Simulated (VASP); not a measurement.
# PtRhSe3 (Pm-3m) in VASP: further runs, part 2 of 2

VASP 6.6.1.

### Step 4. Relaxation of cell and atoms, PBE, collinear spin, ferromagnetic start

This run uses another cell than the first one, of 19.68 Å³/atom, 0.826 times its volume.

INCAR reads:

```
ALGO     = Normal         # electronic algorithm
EDIFF    = 1E-7           # SCF threshold, eV
EDIFFG   = -0.04          # ionic threshold
ENCUT    = 500            # plane-wave cutoff, eV
GGA      = PE             # functional
GGA_COMPAT= False        
IBRION   = 2              # ionic algorithm
ISIF     = 3              # what is computed and relaxed
ISMEAR   = 0              # smearing method
ISPIN    = 2              # spin polarisation
LASPH    = True           # aspherical terms in the spheres
LCHARG   = False          # write CHGCAR
LMAXMIX  = 4              # l up to which the mixer works
LORBIT   = 11             # projections on sites
LREAL    = False          # projectors in reciprocal space
LWAVE    = False          # write WAVECAR
MAGMOM   = 1 0 0 0 0      # initial moments
NELM     = 200            # most SCF steps
NELMIN   = 4            
NSW      = 90             # ionic steps
PREC     = Accurate       # precision mode
SIGMA    = 0.1            # smearing width, eV
```

KPOINTS reads:

```
k-points
0
Gamma
  4 4 4
```

POSCAR reads:

```
PtRhSe3
1.0
    4.6164093900      0.0000000000      0.0000000000
    0.0000000000      4.6164093900      0.0000000000
    0.0000000000      0.0000000000      4.6164093900
Rh Pt Se
1 1 3
Direct
    0.0000000000      0.0000000000      0.0000000000
    0.5000000000      0.5000000000      0.5000000000
    0.0000000000      0.5000000000      0.5000000000
    0.5000000000      0.0000000000      0.5000000000
    0.5000000000      0.5000000000      0.0000000000
```

Potentials or basis: VASP PAW PBE potentials, release 64 (Rh_pv, Pt, Se).

Command:

```sh
cat potpaw_PBE.64/Rh_pv/POTCAR potpaw_PBE.64/Pt/POTCAR potpaw_PBE.64/Se/POTCAR > POTCAR
mpirun -np 1 vasp_std > vasp.out
```

OUTCAR:

```text
EDIFF = 1E-7
   EDIFFG = -0.04
   ENCUT = 500
   GGA = PE
   IBRION = 2
   ISIF = 3
   ISMEAR = 0
   ISPIN = 2
   LASPH = True
   LORBIT = 11
   LREAL = False
   NELM = 200
   NELMIN = 4
   NSW = 90
   PREC = Accurate

 ion  position               nearest neighbor table
   1  0.000  0.000  0.000-
   2  0.500  0.500  0.500-   3 2.31   4 2.31   5 2.31   5 2.31   4 2.31   3 2.31
   3  0.000  0.500  0.500-   2 2.31   2 2.31
   4  0.500  0.000  0.500-   2 2.31   2 2.31
   5  0.500  0.500  0.000-   2 2.31   2 2.31

  LATTYP: Found a simple cubic cell.
 ALAT       =     4.6164093900

  Lattice vectors:

 A1 = (   4.6164093900,   0.0000000000,   0.0000000000)
 A2 = (   0.0000000000,   4.6164093900,   0.0000000000)
 A3 = (   0.0000000000,   0.0000000000,   4.6164093900)

Analysis of symmetry for initial positions (statically):
=====================================================================
 Subroutine PRICEL returns:
 Original cell was already a primitive cell.

 Routine SETGRP: Setting up the symmetry group for a
 simple cubic supercell.

 Subroutine GETGRP returns: Found 48 space group operations
 (whereof 48 operations were pure point group operations)
 out of a pool of 48 trial point group operations.

The static configuration has the point symmetry O_h .

Analysis of symmetry for dynamics (positions and initial velocities):
=====================================================================
 Subroutine PRICEL returns:
 Original cell was already a primitive cell.

 Routine SETGRP: Setting up the symmetry group for a
 simple cubic supercell.

 Subroutine GETGRP returns: Found 48 space group operations
 (whereof 48 operations were pure point group operations)
 out of a pool of 48 trial point group operations.

The dynamic configuration has the point symmetry O_h .

Analysis of structural, dynamic, and magnetic symmetry:
=====================================================================
 Subroutine PRICEL returns:
 Original cell was already a primitive cell.

 Routine SETGRP: Setting up the symmetry group for a
 simple cubic supercell.

 Subroutine GETGRP returns: Found 48 space group operations
 (whereof 48 operations were pure point group operations)
 out of a pool of 48 trial point group operations.

The overall configuration has the point symmetry O_h .

 Subroutine INISYM returns: Found 48 space group operations
 (whereof 48 operations are pure point group operations),
 and found     1 'primitive' translations

----------------------------------------------------------------------------------------

                                     Primitive cell

  volume of cell :      98.3814

  direct lattice vectors                    reciprocal lattice vectors
     4.616409390  0.000000000  0.000000000     0.216618570  0.000000000  0.000000000
     0.000000000  4.616409390  0.000000000     0.000000000  0.216618570  0.000000000
     0.000000000  0.000000000  4.616409390     0.000000000  0.000000000  0.216618570

  length of vectors
     4.616409390  4.616409390  4.616409390     0.216618570  0.216618570  0.216618570

  position of ions in fractional coordinates (direct lattice)
     0.000000000  0.000000000  0.000000000
     0.500000000  0.500000000  0.500000000
     0.000000000  0.500000000  0.500000000
     0.500000000  0.000000000  0.500000000
[... 26 lines left out ...]
     0.054154642  0.054154642  0.054154642

  Shift w.r.t. Gamma in fractional coordinates (k-lattice)
     0.000000000  0.000000000  0.000000000

 Subroutine IBZKPT returns following result:
 ===========================================

 Found     10 irreducible k-points:

 Following reciprocal coordinates:
            Coordinates               Weight
  0.000000  0.000000  0.000000      1.000000
  0.250000  0.000000  0.000000      6.000000
  0.500000  0.000000  0.000000      3.000000
  0.250000  0.250000  0.000000     12.000000
  0.500000  0.250000  0.000000     12.000000
  0.500000  0.500000  0.000000      3.000000
  0.250000  0.250000  0.250000      8.000000
  0.500000  0.250000  0.250000     12.000000
  0.500000  0.500000  0.250000      6.000000
  0.500000  0.500000  0.500000      1.000000
   k-points           NKPTS =     10   k-points in BZ     NKDIM =     10   number of bands    NBANDS=     26
   number of dos      NEDOS =    301   number of ions     NIONS =      5
   total plane-waves  NPLWV =  46656
   dimension x,y,z NGX =    36 NGY =   36 NGZ =   36
   dimension x,y,z NGXF=    72 NGYF=   72 NGZF=   72
   ions per type =               1   1   3
   NGX,Y,Z   is equivalent  to a cutoff of  12.96, 12.96, 12.96 a.u.
   NGXF,Y,Z  is equivalent  to a cutoff of  25.93, 25.93, 25.93 a.u.
 SYSTEM =  unknown system
   PREC   = accura    normal or accurate (medium, high low for compatibility)
   ISTART =      0    job   : 0-new  1-cont  2-samecut
   ICHARG =      2    charge: 1-file 2-atom 10-const
   ISPIN  =      2    spin polarized calculation?
   LNONCOLLINEAR =      F non collinear calculations
   LSORBIT =      F    spin-orbit coupling
   LASPH  =      T    aspherical Exc in radial PAW
   ENCUT  =  500.0 eV  36.75 Ry    6.06 a.u.   8.42  8.42  8.42*2*pi/ulx,y,z
   NELM   =    200;   NELMIN=  4; NELMDL= -5     # of ELM steps
   EDIFF  = 0.1E-06   stopping-criterion for ELM
   LREAL  =      F    real-space projection
   EDIFFG = -.4E-01   stopping-criterion for IOM
   NSW    =     90    number of steps for IOM
   IBRION =      2    ionic relax: 0-MD 1-quasi-New 2-CG
   NFREE  =      1    steps in history (QN), initial steepest desc. (CG)
   ISIF   =      3    stress and relaxation
   ISYM   =      2    0-nonsym 1-usesym 2-fastsym
   POTIM  = 0.5000    time-step for ionic-motion
   TEBEG  =    0.0;   TEEND  =   0.0 temperature during run
   PSTRESS=    0.0 pullay stress
   NELECT =      43.0000    total number of electrons
   NUPDOWN=      -1.0000    fix difference up-down
   EMIN   =  10.00;   EMAX   =-10.00  energy-range for DOS
   EFERMI =   0.00;   METHOD = LEGACY
   ISMEAR =     0;   SIGMA  =   0.10  broadening in eV -4-tet -1-fermi 0-gaus
   EFERMI_NEDOS =   21; number of points for ismear=-14 and -15
   IALGO  =     38    algorithm
   IMIX   =      4    mixing-type and parameters
     AMIX     =   0.40;   BMIX     =  1.00
     AMIX_MAG =   1.60;   BMIX_MAG =  1.00
  volume/ion in A,a.u.               =      19.68       132.78
  Fermi-wavevector in a.u.,A,eV,Ry     =   1.242396  2.347788 21.001239  1.543548
  Thomas-Fermi vector in A             =   2.376752
   LORBIT       =     11    0 simple, 1 ext, 2 COOP (PROOUT), +10 PAW based schemes
   GGA     = PE    functional components
   LHFCALC =     F    Hartree Fock is set to
   AEXX    =    0.0000 exact exchange contribution
   IVDW    =     0    specifies the selected vdW correction
   LEPSILON=     F    determine dielectric tensor
   LRPA    =     F    only Hartree local field effects (RPA)
 conjugate gradient relaxation of ions
 spin polarized calculation
 Gauss-broadening in eV      SIGMA  =   0.10
  energy-cutoff  :      500.00
  volume of cell :       98.38
 maximum number of plane-waves:      2522
 NGX is ok and might be reduce to    36
   NGX = 17   NGY = 17   NGZ = 17

--------------------------------------- Ionic step        1  -------------------------------------------

 number of electron      43.0000015 magnetization       0.6042530

 Free energy of the ion-electron system (eV)
  ---------------------------------------------------
  ext. energy  EPLUGINS =         0.00000000
  ---------------------------------------------------
  free energy    TOTEN  =       -18.29132913 eV

  energy without entropy =      -18.26137230  energy(sigma->0) =      -18.27635072

 E-fermi :   6.3925     XC(G=0): -10.9414

 val. band max:        6.3548204076   @ k =   0.2500   0.2500   0.0000
 cond. band min:       6.4621128697   @ k =   0.2500   0.2500   0.0000
 fundamental gap:      0.1072924621
 Fermi energy:         6.3925204308
[... 1254 lines left out ...]
--------------------------------------- Ionic step        3  -------------------------------------------

 number of electron      43.0000016 magnetization      -0.0044746

 Free energy of the ion-electron system (eV)
  ---------------------------------------------------
  ext. energy  EPLUGINS =         0.00000000
  ---------------------------------------------------
  free energy    TOTEN  =       -19.41989158 eV

  energy without entropy =      -19.37162038  energy(sigma->0) =      -19.39575598

 E-fermi :   4.1901     XC(G=0): -10.0193

 val. band max:        4.0644652627   @ k =   0.2500   0.0000   0.0000
 cond. band min:       4.1922086123   @ k =   0.5000   0.2500   0.2500
 fundamental gap:      0.1277433495
 Fermi energy:         4.1900655985
[... 615 lines left out ...]
  FREE ENERGIE OF THE ION-ELECTRON SYSTEM (eV)
  ---------------------------------------------------
  free  energy   TOTEN  =       -19.4198915790 eV

  energy  without entropy=      -19.3716203828  energy(sigma->0) =      -19.39575598

 reached required accuracy - stopping structural energy minimisation

 total charge

# of ion       s       p       d       tot
------------------------------------------
    1        0.125   6.023   7.193  13.341
    2        0.704   0.602   8.219   9.525
    3        1.505   2.154   0.057   3.717
    4        1.505   2.154   0.057   3.717
    5        1.505   2.154   0.057   3.717
--------------------------------------------------
tot          5.345  13.088  15.583  34.016

 magnetization (x)

# of ion       s       p       d       tot
------------------------------------------
    1       -0.000  -0.000  -0.005  -0.005
    2        0.000  -0.000  -0.000  -0.000
    3       -0.000  -0.000  -0.000  -0.000
    4       -0.000  -0.000  -0.000  -0.000
    5       -0.000  -0.000  -0.000  -0.000
--------------------------------------------------
tot         -0.000  -0.001  -0.005  -0.006
```

Run time: 4.7 min. Hardware: 1 thread of Intel Xeon Platinum 8259CL at 2.50GHz (Skylake/Cascade Lake), shared host; peak memory 0.27 GiB.

Results:

```yaml
Free_energy: -19.4199 eV
Relaxed_volume: 23.71 Å³/atom
Relaxed_cell: a = 4.912 Å, b = 4.912 Å, c = 4.912 Å, α = 90.00°, β = 90.00°, γ = 90.00°
Space_group_after_relaxing_to_0.05_Å: Pm-3m (No. 221)
Energy_gained_by_relaxing: 225.7 meV/atom
Ionic_steps: 3
Pressure_after_relaxing: -0.2 GPa
Net_moment: 0.00 μB per cell
Valence_electrons_inside_the_program's_atomic_spheres: Rh 13.34; Pt 9.53; Se 3.72
```

Step by step:
| step | energy change (eV) | largest force (eV/Å) | pressure (GPa) | volume (Å³) |
| --- | --- | --- | --- | --- |
| 1 | 0.0000 | 0.0000 | 22.05 | 98.38 |
| 2 | -0.3041 | 0.0000 | -9.10 | 142.20 |
| 3 | -1.1286 | 0.0000 | -0.23 | 118.54 |

Final structure:
```
Rh Pt Se
1.0
     4.91240    0.00000    0.00000
     0.00000    4.91240    0.00000
     0.00000    0.00000    4.91240
Rh Pt Se
1 1 3
Direct
  0.00000 0.00000 0.00000
  0.50000 0.50000 0.50000
  0.00000 0.50000 0.50000
  0.50000 0.00000 0.50000
  0.50000 0.50000 0.00000
```

Caveat: the volume moved by over 15 % at a fixed basis, so the end points are rough; spin-orbit coupling is left out, which moves the levels of the heavy elements.

### Step 5. Single point, PBE, collinear spin, ferromagnetic start

This run uses another cell than the first one, of 19.68 Å³/atom, 0.826 times its volume.

INCAR reads:

```
SYSTEM = PtRhSe3
ALGO     = Normal         ! electronic algorithm
EDIFF    = 1E-6           ! SCF threshold, eV
ENCUT    = 500            ! plane-wave cutoff, eV
GGA      = PE             ! functional
GGA_COMPAT= .False.      
ISIF     = 2              ! what is computed and relaxed
ISMEAR   = 0              ! smearing method
ISPIN    = 2              ! spin polarisation
LASPH    = .True.         ! aspherical terms in the spheres
LCHARG   = .True.         ! write CHGCAR
LELF     = .True.         ! ELF
LMAXMIX  = 4              ! l up to which the mixer works
LORBIT   = 11             ! projections on sites
LREAL    = .False.        ! projectors in reciprocal space
LVHAR    = .True.       
LWAVE    = .False.        ! write WAVECAR
MAGMOM   = 1 0 0 0 0      ! initial moments
NBANDS   = 34             ! bands
NELM     = 200            ! most SCF steps
PREC     = Accurate       ! precision mode
SIGMA    = 0.1            ! smearing width, eV
```

KPOINTS reads:

```
k-points
0
Gamma
  4 4 4
  0 0 0
```

POSCAR is that of step 4.

Potentials or basis: VASP PAW PBE potentials, release 64 (Rh_pv, Pt, Se).

Command:

```sh
cat potpaw_PBE.64/Rh_pv/POTCAR potpaw_PBE.64/Pt/POTCAR potpaw_PBE.64/Se/POTCAR > POTCAR
mpirun -np 1 vasp_std > vasp.out
```

OUTCAR:

```text
SYSTEM = PtRhSe3
   EDIFF = 1E-6
   ENCUT = 500
   GGA = PE
   ISIF = 2
   ISMEAR = 0
   ISPIN = 2
   LASPH = .True.
   LORBIT = 11
   LREAL = .False.
   NELM = 200
   PREC = Accurate

 ion  position               nearest neighbor table
   1  0.000  0.000  0.000-
   2  0.500  0.500  0.500-   3 2.31   4 2.31   5 2.31   5 2.31   4 2.31   3 2.31
   3  0.000  0.500  0.500-   2 2.31   2 2.31
   4  0.500  0.000  0.500-   2 2.31   2 2.31
   5  0.500  0.500  0.000-   2 2.31   2 2.31

  LATTYP: Found a simple cubic cell.
 ALAT       =     4.6164093900

  Lattice vectors:

 A1 = (   4.6164093900,   0.0000000000,   0.0000000000)
 A2 = (   0.0000000000,   4.6164093900,   0.0000000000)
[... 933 lines left out ...]

 POSITION                                       TOTAL-FORCE (eV/Angst)
 -----------------------------------------------------------------------------------
      0.00000      0.00000      0.00000         0.000000      0.000000      0.000000
      2.30820      2.30820      2.30820         0.000000      0.000000      0.000000
      0.00000      2.30820      2.30820         0.000000      0.000000      0.000000
      2.30820      0.00000      2.30820         0.000000      0.000000      0.000000
      2.30820      2.30820      0.00000         0.000000      0.000000      0.000000
 -----------------------------------------------------------------------------------
    total drift:                                0.000000      0.000000      0.000000

  FREE ENERGIE OF THE ION-ELECTRON SYSTEM (eV)
  ---------------------------------------------------
  free  energy   TOTEN  =       -18.2913289922 eV

  energy  without entropy=      -18.2614007494  energy(sigma->0) =      -18.27636487

 total charge

# of ion       s       p       d       tot
------------------------------------------
    1        0.165   6.048   7.178  13.391
    2        0.833   0.859   8.445  10.137
    3        1.512   2.237   0.097   3.846
    4        1.512   2.237   0.097   3.846
    5        1.512   2.237   0.097   3.846
--------------------------------------------------
tot          5.533  13.618  15.915  35.066

 magnetization (x)

# of ion       s       p       d       tot
------------------------------------------
    1        0.001   0.002   0.408   0.412
    2       -0.000   0.004   0.009   0.013
    3        0.001   0.039   0.001   0.041
    4        0.001   0.039   0.001   0.041
    5        0.001   0.039   0.001   0.041
--------------------------------------------------
tot          0.005   0.123   0.420   0.548
```

stdout:

```text
POSCAR found type information on POSCAR RhPtSe
 POSCAR found :  3 types and       5 ions
 scaLAPACK will be used
 LDA part: xc-table for (Slater+PW92), standard interpolation
 POSCAR, INCAR and KPOINTS ok, starting setup
 FFT: planning ... GRIDC
 FFT: planning ... GRID_SOFT
 FFT: planning ... GRID
 WAVECAR not read
 entering main loop
```

Run time: 97 s. Hardware: 1 thread of Intel Xeon Platinum 8259CL at 2.50GHz (Skylake/Cascade Lake), shared host; peak memory 0.26 GiB.

Results:

| Item | Value |
| --- | --- |
| Free energy | -18.2913 eV |
| Pressure | 22.1 GPa |
| Net moment | 0.61 μB per cell |
| Site moments | Rh +0.41; Pt +0.01; Se +0.04 μB |
| Valence electrons inside the program's atomic spheres | Rh 13.39; Pt 10.14; Se 3.85 |

Levels at points of the mesh, in eV from the Fermi level:
Spin up:
```
           k point  band 18  band 19  band 20  band 21  band 22  band 23  band 24  band 25
(0.00, 0.00, 0.00)    -1.23    -1.23    -1.23    -1.11    -1.11    -0.61    -0.61    -0.61
(0.50, 0.00, 0.00)    -1.29    -1.06    -0.41    -0.41    -0.21     0.10     0.25     0.25
(0.50, 0.50, 0.00)    -1.59    -1.26    -0.81    -0.77     0.76     0.76     0.98     3.87
(0.50, 0.50, 0.50)    -1.12    -1.01    -1.01     0.14     0.60     0.60     0.60     6.20
```
Spin down:
| k point | band 18 | band 19 | band 20 | band 21 | band 22 | band 23 | band 24 | band 25 |
| --- | --- | --- | --- | --- | --- | --- | --- | --- |
| (0.00, 0.00, 0.00) | -0.93 | -0.93 | -0.93 | -0.91 | -0.91 | -0.56 | -0.56 | -0.56 |
| (0.50, 0.00, 0.00) | -0.99 | -0.82 | -0.38 | -0.38 | -0.19 | 0.29 | 0.46 | 0.46 |
| (0.50, 0.50, 0.00) | -1.50 | -1.05 | -0.58 | -0.57 | 0.93 | 0.93 | 1.08 | 3.98 |
| (0.50, 0.50, 0.50) | -0.81 | -0.77 | -0.77 | 0.22 | 0.66 | 0.66 | 0.66 | 6.23 |

Caveat: spin-orbit coupling is left out, which moves the levels of the heavy elements.

### Step 6. Summary

| task | cell | k mesh | gap on the mesh (eV) | pressure (GPa) | moment (μB) |
| --- | --- | --- | --- | --- | --- |
| single point | a = 4.920 Å, 5 atoms | 8 × 8 × 8 | none | 0.0 | 1.61 |
| single point | a = 4.922 Å, 5 atoms | 4 × 4 × 4 | none | 0.0 | 2.01 |
| relaxation of cell and atoms | relaxed from a = 4.616 Å, 5 atoms | 4 × 4 × 4 | none | -0.2 | 0.00 |
| single point | a = 4.616 Å, 5 atoms | 4 × 4 × 4 | none | 22.1 | 0.61 |

Alike in all rows: level PBE; potentials or basis VASP PAW PBE potentials, release 64 (Rh_pv, Pt, Se); spin collinear, ferromagnetic start; cutoff (eV) 500; smearing gaussian 0.1 eV.

Caveats: spin-orbit coupling is left out, which moves the levels of the heavy elements; the volume moved by over 15 % at a fixed basis, so the end points are rough (some runs).

Total energies depend on the potentials used, so only differences within one code and one set of settings carry meaning.
